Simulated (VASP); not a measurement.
The system is Cr.

```
Cr
1.0
     0.00000    1.84000    1.84000
     1.84000    0.00000    1.84000
     1.84000    1.84000    0.00000
Cr
1
Cartesian
  0.0000 0.0000 0.0000
```

* Program: VASP 6.6.1
* Task: relaxation of cell and atoms
* Functional: PBEsol
* Potentials or basis: VASP PAW PBE potentials, release 64 (Cr_pv)
* Cutoff: 500 eV
* k mesh: 10 × 10 × 10
* Occupations: gaussian, width 0.1 eV
* Spin: no spin polarisation

At the start: pressure -18.7 GPa; volume 12.46 Å³/atom.

Q: How do energy, volume and symmetry change on relaxing?

A: Over 4 steps the energy falls by 64.2 meV/atom and the volume is 11.44 Å³/atom (-8.2 %); space group Fm-3m (No. 225, to 0.05 Å).

The path:
| step | energy change (eV) | largest force (eV/Å) | pressure (GPa) | volume (Å³) |
| --- | --- | --- | --- | --- |
| 1 | 0.0000 | 0.0000 | -18.66 | 12.46 |
| 2 | 0.1107 | 0.0000 | 44.18 | 10.02 |
| 3 | -0.0641 | 0.0000 | -0.85 | 11.47 |
| 4 | -0.0642 | 0.0000 | -0.10 | 11.44 |

Final structure:
```
Cr
1.0
     0.00000    1.78832    1.78832
     1.78832    0.00000    1.78832
     1.78832    1.78832    0.00000
Cr
1
Direct
  0.00000 0.00000 0.00000
```

Caveat: the PAW data sets were made with another functional, which shifts forces and pressure a little; the run has no spin polarisation, though such a crystal can be magnetic.
